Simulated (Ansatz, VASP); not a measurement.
# One calculation of Sn3GeO, two programs

```
Sn Ge O
1.0
     4.88895    0.00000    0.00000
     0.00000    4.88895    0.00000
     0.00000    0.00000    4.88895
Sn Ge O
3 1 1
Direct
  0.00000 0.50000 0.50000
  0.50000 0.00000 0.50000
  0.50000 0.50000 0.00000
  0.00000 0.00000 0.00000
  0.50000 0.50000 0.50000
```

Change from the starting cell: species swapped into the Yb3PbO type (Pm-3m, No. 221).

Alike in both runs: task relaxation of cell and atoms; functional PBE; k mesh 8 × 8 × 8; occupations gaussian, width 0.1 eV; no spin polarisation.

|  | VASP | Ansatz |
| --- | --- | --- |
| version | VASP 6.6.1 | Ansatz 0.2.0 |
| potentials or method | VASP PAW PBE potentials, release 64 (Sn_d, Ge_d, O), cutoff 600 eV | scalar-relativistic, plane waves, PAW |
| valence electrons in the cell | 62 | 62 |

|  | VASP | Ansatz | Ansatz less VASP |
| --- | --- | --- | --- |
| gap on the k mesh at the Fermi level, each at its own relaxed structure (eV) | none | none | - |
| relaxed volume (Å³/atom) | 22.88 | 22.90 | +0.020 |
| relaxed cell length with the largest relative difference (Å) | 4.854 | 4.856 | +0.0014 |

A gap of «none» marks a metal or a gap that the smearing closes.
